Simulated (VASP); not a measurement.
# Ru (P6_3/mmc) in VASP: further runs

Runs on Ru. Level: PBE. Tasks: single point.

Everything below comes from runs of VASP 6.6.1. Logs are shortened: lines on timing, memory, paths and dates and some standing lists are left out, and cuts for length are marked.

**1. The cell of the first run**

It takes space group P6_3/mmc (No. 194, hexagonal). Conventional cell: a = 2.625 Å, b = 2.625 Å, c = 4.218 Å, α = 90.00°, β = 90.00°, γ = 120.00°. Within 3.4 Å of Ru (site symmetry -6m2) lie 12 Ru at 2.60 to 2.62 Å.

**2. Single point, PBE (strain -0.030 along x and y, -0.015 along z)**

File INCAR:

```
SYSTEM = Ru
ALGO     = Normal         ! electronic algorithm
EDIFF    = 1E-6           ! SCF threshold, eV
ENCUT    = 500            ! plane-wave cutoff, eV
GGA      = PE             ! functional
GGA_COMPAT= .FALSE.      
ISIF     = 2              ! what is computed and relaxed
ISMEAR   = 0              ! smearing method
LASPH    = .TRUE.         ! aspherical terms in the spheres
LCHARG   = .FALSE.        ! write CHGCAR
LREAL    = .FALSE.        ! projectors in reciprocal space
LWAVE    = .FALSE.        ! write WAVECAR
NBANDS   = 21             ! bands
NELM     = 120            ! most SCF steps
PREC     = Accurate       ! precision mode
SIGMA    = 0.15           ! smearing width, eV
```

File KPOINTS:

```
k-points
0
G
  24 24 12
  0 0 0
```

File POSCAR:

```
Ru
1.0
    2.6246253542      0.0000000000      0.0000000000
   -1.3123126771      2.2729922322      0.0000000000
    0.0000000000      0.0000000000      4.2176715000
Ru
2
Direct
    0.3333333333      0.6666666667      0.2500000000
    0.6666666667      0.3333333333      0.7500000000
```

Potentials or basis: VASP PAW PBE potentials, release 64 (Ru_pv).

On the command line:

```console
> cat potpaw_PBE.64/Ru_pv/POTCAR > POTCAR
> mpirun -np 1 vasp_std > vasp.out
```

OUTCAR:

```text
SYSTEM = Ru
   EDIFF = 1E-6
   ENCUT = 500
   GGA = PE
   ISIF = 2
   ISMEAR = 0
   LASPH = .TRUE.
   LREAL = .FALSE.
   NELM = 120
   PREC = Accurate

 ion  position               nearest neighbor table
   1  0.333  0.667  0.250-   2 2.60   2 2.60   2 2.60   2 2.60   2 2.60   2 2.60
   2  0.667  0.333  0.750-   1 2.60   1 2.60   1 2.60   1 2.60   1 2.60   1 2.60

  LATTYP: Found a hexagonal cell.
 ALAT       =     2.6246253542
 C/A-ratio  =     1.6069613491

  Lattice vectors:

 A1 = (   2.6246253542,   0.0000000000,   0.0000000000)
 A2 = (  -1.3123126771,   2.2729922322,   0.0000000000)
 A3 = (   0.0000000000,   0.0000000000,   4.2176715000)

Analysis of symmetry for initial positions (statically):
=====================================================================
 Subroutine PRICEL returns:
 Original cell was already a primitive cell.

 Routine SETGRP: Setting up the symmetry group for a
 hexagonal supercell.

 Subroutine GETGRP returns: Found 24 space group operations
 (whereof 12 operations were pure point group operations)
 out of a pool of 24 trial point group operations.

The static configuration has the point symmetry D_3d.
 The point group associated with its full space group is D_6h.

Analysis of symmetry for dynamics (positions and initial velocities):
=====================================================================
 Subroutine PRICEL returns:
 Original cell was already a primitive cell.

 Routine SETGRP: Setting up the symmetry group for a
 hexagonal supercell.

 Subroutine GETGRP returns: Found 24 space group operations
 (whereof 12 operations were pure point group operations)
 out of a pool of 24 trial point group operations.

The dynamic configuration has the point symmetry D_3d.
 The point group associated with its full space group is D_6h.

 Subroutine INISYM returns: Found 24 space group operations
 (whereof 12 operations are pure point group operations),
 and found     1 'primitive' translations

----------------------------------------------------------------------------------------

                                     Primitive cell

  volume of cell :      25.1616

  direct lattice vectors                    reciprocal lattice vectors
     2.624625354  0.000000000  0.000000000     0.381006759  0.219974355  0.000000000
    -1.312312677  2.272992232  0.000000000     0.000000000  0.439948710  0.000000000
     0.000000000  0.000000000  4.217671500     0.000000000  0.000000000  0.237097650

  length of vectors
[... 80 lines left out ...]
   ENCUT  =  500.0 eV  36.75 Ry    6.06 a.u.   4.79  4.79  7.69*2*pi/ulx,y,z
   NELM   =    120;   NELMIN=  2; NELMDL= -5     # of ELM steps
   EDIFF  = 0.1E-05   stopping-criterion for ELM
   LREAL  =      F    real-space projection
   EDIFFG = 0.1E-04   stopping-criterion for IOM
   NSW    =      0    number of steps for IOM
   IBRION =     -1    ionic relax: 0-MD 1-quasi-New 2-CG
   NFREE  =      0    steps in history (QN), initial steepest desc. (CG)
   ISIF   =      2    stress and relaxation
   ISYM   =      2    0-nonsym 1-usesym 2-fastsym
   POTIM  = 0.5000    time-step for ionic-motion
   TEBEG  =    0.0;   TEEND  =   0.0 temperature during run
   PSTRESS=    0.0 pullay stress
   NELECT =      28.0000    total number of electrons
   NUPDOWN=      -1.0000    fix difference up-down
   EMIN   =  10.00;   EMAX   =-10.00  energy-range for DOS
   EFERMI =   0.00;   METHOD = LEGACY
   ISMEAR =     0;   SIGMA  =   0.15  broadening in eV -4-tet -1-fermi 0-gaus
   EFERMI_NEDOS =   21; number of points for ismear=-14 and -15
   IALGO  =     38    algorithm
   IMIX   =      4    mixing-type and parameters
     AMIX     =   0.40;   BMIX     =  1.00
     AMIX_MAG =   1.60;   BMIX_MAG =  1.00
  volume/ion in A,a.u.               =      12.58        84.90
  Fermi-wavevector in a.u.,A,eV,Ry     =   1.696478  3.205878 39.158067  2.878037
  Thomas-Fermi vector in A             =   2.777333
   LORBIT       =      0    0 simple, 1 ext, 2 COOP (PROOUT), +10 PAW based schemes
   GGA     = PE    functional components
   LHFCALC =     F    Hartree Fock is set to
   AEXX    =    0.0000 exact exchange contribution
   IVDW    =     0    specifies the selected vdW correction
   LEPSILON=     F    determine dielectric tensor
   LRPA    =     F    only Hartree local field effects (RPA)
 non-spin polarized calculation
 Gauss-broadening in eV      SIGMA  =   0.15
  energy-cutoff  :      500.00
  volume of cell :       25.16
 maximum number of plane-waves:       659
 NGX is ok and might be reduce to    20
   NGX =  9   NGY =  9   NGZ = 15

 number of electron      27.9999993 magnetization

 Free energy of the ion-electron system (eV)
  ---------------------------------------------------
  ext. energy  EPLUGINS =         0.00000000
  ---------------------------------------------------
  free energy    TOTEN  =       -18.23148539 eV

  energy without entropy =      -18.21308024  energy(sigma->0) =      -18.22228282

 E-fermi :  14.3038     XC(G=0): -14.5992

 val. band max:       14.3031522232   @ k =   0.2917   0.1667   0.1667
 cond. band min:      14.3075585001   @ k =   0.2917   0.1667   0.0833
 fundamental gap:      0.0044062769
 Fermi energy:        14.3038306930

 k-point     1 :       0.0000    0.0000    0.0000
  band No.  band energies     occupation
      1     -29.6604      2.00000
      2     -28.4662      2.00000
      3     -28.4662      2.00000
      4     -28.2681      2.00000
      5     -28.2681      2.00000
      6     -28.2415      2.00000
[... 565 lines left out ...]
     20      24.6158      0.00000
     21      26.1221      0.00000

 [... further k-points ...]

------------------------ aborting loop because EDIFF is reached ----------------------------------------

  FORCE on cell =-STRESS in cart. coord.  units (eV):
  Direction    XX          YY          ZZ          XY          YZ          ZX
  --------------------------------------------------------------------------------------
  -------------------------------------------------------------------------------------
  Total        5.9551861      5.9551861      4.5351430      0.0000000      0.0000000      0.0000000
  in kB      379.1996238    379.1996238    288.7776271      0.0000000      0.0000000      0.0000000
  external PRESSURE =     349.0589583 kB  Pullay stress =       0.0000000 kB

 VOLUME and BASIS-vectors are now :
 -----------------------------------------------------------------------------
  energy-cutoff  :      500.00
  volume of cell :       25.16
      direct lattice vectors                 reciprocal lattice vectors
     2.624625354  0.000000000  0.000000000     0.381006759  0.219974355  0.000000000
    -1.312312677  2.272992232  0.000000000     0.000000000  0.439948710  0.000000000
     0.000000000  0.000000000  4.217671500     0.000000000  0.000000000  0.237097650

 POSITION                                       TOTAL-FORCE (eV/Angst)
 -----------------------------------------------------------------------------------
     -0.00000      1.51533      1.05442         0.000000      0.000000      0.000000
      1.31231      0.75766      3.16325        -0.000000      0.000000      0.000000
 -----------------------------------------------------------------------------------
    total drift:                               -0.000000      0.000000     -0.000000

  FREE ENERGIE OF THE ION-ELECTRON SYSTEM (eV)
  ---------------------------------------------------
  free  energy   TOTEN  =       -18.2314853918 eV

  energy  without entropy=      -18.2130802384  energy(sigma->0) =      -18.22228282
```

OSZICAR:

```text
N       E                     dE             d eps       ncg     rms          rms(c)
DAV:   1     0.283021466391E+03    0.28302E+03   -0.17162E+04 17982   0.146E+03
DAV:   2    -0.137157410014E+02   -0.29674E+03   -0.28748E+03 18434   0.443E+02
DAV:   3    -0.194422195429E+02   -0.57265E+01   -0.56942E+01 21164   0.691E+01
DAV:   4    -0.194832920510E+02   -0.41073E-01   -0.40994E-01 21967   0.569E+00
DAV:   5    -0.194838213808E+02   -0.52933E-03   -0.52583E-03 20256   0.586E-01    0.214E+01
DAV:   6    -0.183374345545E+02    0.11464E+01   -0.24169E+00 20704   0.153E+01    0.683E+00
DAV:   7    -0.182403699080E+02    0.97065E-01   -0.46336E-01 20449   0.542E+00    0.127E+00
DAV:   8    -0.182314459879E+02    0.89239E-02   -0.17761E-02 19499   0.135E+00    0.230E-01
DAV:   9    -0.182314801042E+02   -0.34116E-04   -0.19317E-04 20854   0.144E-01    0.385E-02
DAV:  10    -0.182314858944E+02   -0.57902E-05   -0.25061E-05 20044   0.511E-02    0.102E-02
DAV:  11    -0.182314853918E+02    0.50264E-06   -0.42724E-06 19924   0.207E-02
   1 F= -.18231485E+02 E0= -.18222283E+02  d E =-.184052E-01
```

stdout:

```text
POSCAR found type information on POSCAR Ru
 POSCAR found :  1 types and       2 ions
 scaLAPACK will be used
 LDA part: xc-table for (Slater+PW92), standard interpolation
 POSCAR, INCAR and KPOINTS ok, starting setup
 FFT: planning ... GRIDC
 FFT: planning ... GRID_SOFT
 FFT: planning ... GRID
 WAVECAR not read
 entering main loop
```

Run time: 3.7 min. Hardware: 1 thread of Intel Xeon 8259CL, shared host; peak memory 0.28 GiB.

Results:

```
Free energy            : -18.2315 eV
Pressure               : 34.9 GPa
Band gap on the k mesh : zero (bands 14 and 15 overlap by 3.63 eV)
```

Stress tensor (GPa, compression positive):
```
37.92  0.00  0.00
 0.00 37.92  0.00
 0.00  0.00 28.88
```

Levels at points of the mesh, in eV from the Fermi level:
```
           k point  band 11  band 12  band 13  band 14  band 15  band 16  band 17  band 18
(0.00, 0.00, 0.00)    -2.89    -2.19    -2.19    -1.44    -1.44     1.19     1.31     1.31
(0.50, 0.00, 0.00)    -2.41    -1.88    -1.78     1.71     2.09     2.15     4.53     6.75
(0.00, 0.00, 0.50)    -3.06    -3.06    -3.06    -3.06     0.60     0.60     0.60     0.60
(0.50, 0.00, 0.50)    -1.15    -1.15     0.50     0.50     1.97     1.97     3.72     3.72
```

Caveat: the cell differs from its parent crystal (strain -0.030 along x and y, -0.015 along z); the cell stands under pressure.

**3. Single point, PBE (strain -0.015 along x and y, -0.030 along z)**

File INCAR:

```
SYSTEM = Ru
PREC = Accurate
ENCUT = 500
EDIFF = 1E-6
ISMEAR = 0
SIGMA = 0.15
LREAL = .FALSE.
LASPH = .TRUE.
NELM = 120
ALGO = Normal
ISIF = 2
LWAVE = .FALSE.
LCHARG = .TRUE.
GGA = PE
LELF = .TRUE.
LVHAR = .TRUE.
NBANDS = 21
GGA_COMPAT = .FALSE.
```

File KPOINTS:

```
Automatic mesh
0
G
  24 24 12
  0 0 0
```

File POSCAR:

```
Ru
1.0
    2.6652123442      0.0000000000      0.0000000000
   -1.3326061721      2.3081415966      0.0000000000
    0.0000000000      0.0000000000      4.1534430000
Ru
2
Direct
    0.3333333333      0.6666666667      0.2500000000
    0.6666666667      0.3333333333      0.7500000000
```

Potentials or basis: VASP PAW PBE potentials, release 64 (Ru_pv).

On the command line:

```console
> cat potpaw_PBE.64/Ru_pv/POTCAR > POTCAR
> mpirun -np 1 vasp_std > vasp.out
```

Run time: 3.7 min. Hardware: 1 thread of Intel Xeon 8259CL, shared host; peak memory 0.28 GiB.

Results (log left out):

```
Free energy            : -18.3084 eV
Pressure               : 28.3 GPa
Band gap on the k mesh : zero (bands 14 and 15 overlap by 3.52 eV)
```

Stress tensor (GPa, compression positive):
```
25.48  0.00  0.00
 0.00 25.48  0.00
 0.00  0.00 33.99
```

Levels at points of the mesh, in eV from the Fermi level:
| k point | band 12 | band 13 | band 14 | band 15 | band 16 | band 17 |
| --- | --- | --- | --- | --- | --- | --- |
| (0.00, 0.00, 0.00) | -2.10 | -2.10 | -1.67 | -1.67 | 1.27 | 1.27 |
| (0.50, 0.00, 0.00) | -1.97 | -1.58 | 1.46 | 1.95 | 2.17 | 4.36 |
| (0.00, 0.00, 0.50) | -3.11 | -2.83 | -2.83 | 0.60 | 0.60 | 0.60 |
| (0.50, 0.00, 0.50) | -1.25 | 0.46 | 0.46 | 1.76 | 1.76 | 3.61 |

Caveat: the cell differs from its parent crystal (strain -0.015 along x and y, -0.030 along z); the cell stands under pressure.

**4. Single point, PBE (strain -0.015 along x and y, +0.015 along z)**

File INCAR:

```
ALGO = Normal ; EDIFF = 1E-6
ENCUT = 500 ; GGA = PE
GGA_COMPAT = False ; ISIF = 2
ISMEAR = 0 ; LASPH = True
LCHARG = False ; LREAL = False
LWAVE = False ; NBANDS = 21
NELM = 120 ; PREC = Accurate
SIGMA = 0.15
```

File KPOINTS:

```
k-points
0
Gamma
  24 24 12
```

Edit POSCAR of step 3 so:

```diff
@@ -4,3 +4,3 @@
    -1.3326061721      2.3081415966      0.0000000000
-    0.0000000000      0.0000000000      4.1534430000
+    0.0000000000      0.0000000000      4.3461285000
 Ru
```

On the command line:

```console
> cat potpaw_PBE.64/Ru_pv/POTCAR > POTCAR
> mpirun -np 1 vasp_std > vasp.out
```

Run time: 3.7 min. Hardware: 1 thread of Intel Xeon 8259CL, shared host; peak memory 0.28 GiB.

Results (log left out):

| Property | Result |
| --- | --- |
| Free energy | -18.4248 eV |
| Pressure | 9.8 GPa |
| Band gap on the k mesh | zero (bands 14 and 15 overlap by 3.23 eV) |

Stress tensor (GPa, compression positive):
```
15.07  0.00  0.00
 0.00 15.07  0.00
 0.00  0.00 -0.74
```

Levels at points of the mesh, in eV from the Fermi level:
```tsv
k point	band 11	band 12	band 13	band 14	band 15	band 16	band 17	band 18
(0.00, 0.00, 0.00)	-2.64	-2.01	-2.01	-1.20	-1.20	0.95	1.20	1.20
(0.50, 0.00, 0.00)	-2.32	-1.72	-1.72	1.64	1.82	2.00	4.21	6.32
(0.00, 0.00, 0.50)	-2.74	-2.74	-2.74	-2.74	0.53	0.53	0.53	0.53
(0.50, 0.00, 0.50)	-0.98	-0.98	0.46	0.46	1.86	1.86	3.47	3.47
```

Caveat: the cell differs from its parent crystal (strain -0.015 along x and y, +0.015 along z); the cell stands under pressure.

**5. Single point, PBE (strain +0.000 along x and y, +0.015 along z)**

File INCAR:

```
SYSTEM = Ru
PREC = Accurate
ENCUT = 500
EDIFF = 1E-6
ISMEAR = 0
SIGMA = 0.15
LREAL = .FALSE.
LASPH = .TRUE.
NELM = 120
ALGO = Normal
ISIF = 2
LWAVE = .FALSE.
LCHARG = .FALSE.
GGA = PE
NBANDS = 21
GGA_COMPAT = .FALSE.
```

File KPOINTS:

```
Automatic mesh
0
G
  24 24 12
  0 0 0
```

File POSCAR:

```
Ru
1.0
    2.7057993342      0.0000000000      0.0000000000
   -1.3528996671      2.3432909610      0.0000000000
    0.0000000000      0.0000000000      4.3461285000
Ru
2
Direct
    0.3333333333      0.6666666667      0.2500000000
    0.6666666667      0.3333333333      0.7500000000
```

On the command line:

```console
> cat potpaw_PBE.64/Ru_pv/POTCAR > POTCAR
> mpirun -np 1 vasp_std > vasp.out
```

Wall time 3.8 min (1 thread of Intel Xeon 8259CL, shared host); peak memory 0.29 GiB.

It converged, with:

| Quantity | Value |
| --- | --- |
| Free energy | -18.4687 eV |
| Pressure | -0.4 GPa |
| Band gap on the k mesh | zero (bands 14 and 15 overlap by 3.17 eV) |

Stress tensor (GPa, compression positive):
```
 2.30  0.00  0.00
 0.00  2.30  0.00
 0.00  0.00 -5.84
```

Levels at points of the mesh, in eV from the Fermi level:
| k point | band 12 | band 13 | band 14 | band 15 | band 16 | band 17 |
| --- | --- | --- | --- | --- | --- | --- |
| (0.00, 0.00, 0.00) | -1.91 | -1.91 | -1.26 | -1.26 | 1.10 | 1.14 |
| (0.50, 0.00, 0.00) | -1.73 | -1.58 | 1.47 | 1.79 | 1.84 | 4.01 |
| (0.00, 0.00, 0.50) | -2.67 | -2.67 | -2.67 | 0.51 | 0.51 | 0.51 |
| (0.50, 0.00, 0.50) | -0.99 | 0.43 | 0.43 | 1.69 | 1.69 | 3.34 |

Caveat: the cell differs from its parent crystal (strain +0.000 along x and y, +0.015 along z).

**6. Overview**

| cell | gap on the mesh (eV) | pressure (GPa) |
| --- | --- | --- |
| a = 2.625, b = 2.625, c = 4.218 Å, angles 90.0, 90.0, 120.0°, 2 atoms | none | 34.9 |
| a = 2.665, b = 2.665, c = 4.153 Å, angles 90.0, 90.0, 120.0°, 2 atoms | none | 28.3 |
| a = 2.665, b = 2.665, c = 4.346 Å, angles 90.0, 90.0, 120.0°, 2 atoms | none | 9.8 |
| a = 2.706, b = 2.706, c = 4.346 Å, angles 90.0, 90.0, 120.0°, 2 atoms | none | -0.4 |

Alike in all rows: task single point; level PBE; potentials or basis VASP PAW PBE potentials, release 64 (Ru_pv); no spin polarisation; k mesh 24 × 24 × 12; cutoff (eV) 500; smearing gaussian 0.15 eV.

Caveats: the cell stands under pressure (at least some runs).

Absolute energies hang on the potentials; compare differences alone.
